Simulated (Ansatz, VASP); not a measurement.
One calculation of AlN, two programs

```
Al N
1.0
     3.28271    0.00000    0.00000
    -1.64135    2.84291    0.00000
     0.00000    0.00000    3.98652
Al N
2 2
Direct
  0.33333 0.66667 0.75000
  0.66667 0.33333 0.25000
  0.33333 0.66667 0.25000
  0.66667 0.33333 0.75000
```

Alike in both runs: task single point; functional PBEsol; k mesh 9 × 9 × 6; occupations gaussian, width 0.05 eV; no spin polarisation.

|  | VASP | Ansatz |
| --- | --- | --- |
| version | VASP 6.6.1 | Ansatz 0.2.0 |
| potentials or method | VASP PAW PBE potentials, release 64 (Al, N), cutoff 520 eV | scalar-relativistic, plane waves, PAW |
| valence electrons in the cell | 16 | 16 |

Ansatz gave:

```
gap on the k mesh at the Fermi level (eV)                     : 3.75
least direct gap on the mesh (eV)                             : 3.75
pressure (GPa)                                                : 11.3
traceless stress, the component that is largest in VASP (GPa) : 4.85
```

Task: Which values does VASP return?

Result: gap on the k mesh at the Fermi level (eV): 3.76; least direct gap on the mesh (eV): 3.76; pressure (GPa): 11.3; traceless stress, the component that is largest in VASP (GPa): 4.92.

VASP's potentials were made for PBE, not for PBEsol, and Ansatz warns of the same on its side.
